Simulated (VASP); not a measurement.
Set up this calculation in VASP 6.6.1, as the native input.

```
Task                   : single point
Functional             : revPBE
Potentials or basis    : VASP PAW PBE potentials, release 64 (Cr_pv)
Cutoff                 : 520 eV
k mesh                 : 16 × 16 × 4
Occupations            : fermi-dirac, width 0.1 eV
Spin                   : no spin polarisation
Dipole correction      : no
Further INCAR settings : ALGO = Normal; EDIFF = 1e-06; NBANDS = 32
```

The structure of Cr lies in POSCAR:

```
Cr
1.0
    2.4806629951      0.0000000000      0.0000000000
   -1.2403314976      2.1483171720      0.0000000000
    0.0000000000      0.0000000000      8.7160543193
Cr
4
Direct
    0.0000000000      0.0000000000      0.0000000000
    1.0000000000      1.0000000000      0.5000000000
    0.3333333333      0.6666666667      0.2500000000
    0.6666666667      0.3333333333      0.7500000000
```

This isn't the form of Cr at room conditions, which is bcc.

These files were run (other wordings do the same):

INCAR

```
SYSTEM = Cr
  PREC = Accurate
  ENCUT = 520
  EDIFF = 1E-6
  ISMEAR = -1
  SIGMA = 0.1
  LREAL = .False.
  LASPH = .True.
  NELM = 100
  ALGO = Normal
  ISIF = 2
  LWAVE = .False.
  LCHARG = .True.
  GGA = RE
  LELF = .True.
  LVHAR = .True.
  NBANDS = 32
```

KPOINTS

```
regular mesh
0
Gamma
  16 16 4
  0 0 0
```

Potentials or basis: VASP PAW PBE potentials, release 64 (Cr_pv).

Launch:

```sh
$ cat potpaw_PBE.64/Cr_pv/POTCAR > POTCAR
$ mpirun -np 1 vasp_std > vasp.out
```

Results of the run:

| Quantity | Value |
| --- | --- |
| Pressure | 9.6 GPa |
| Band gap on the k mesh | zero (bands 24 and 25 overlap by 1.27 eV) |

Caveat: the cell stands under pressure; the PAW data sets were made with another functional, which shifts forces and pressure a little; the run has no spin polarisation, though such a crystal can be magnetic.

It took 83 s on 1 thread of AMD EPYC 9R45 96-Core Processor (Zen 5), on a shared host, peak memory 0.19 GiB.
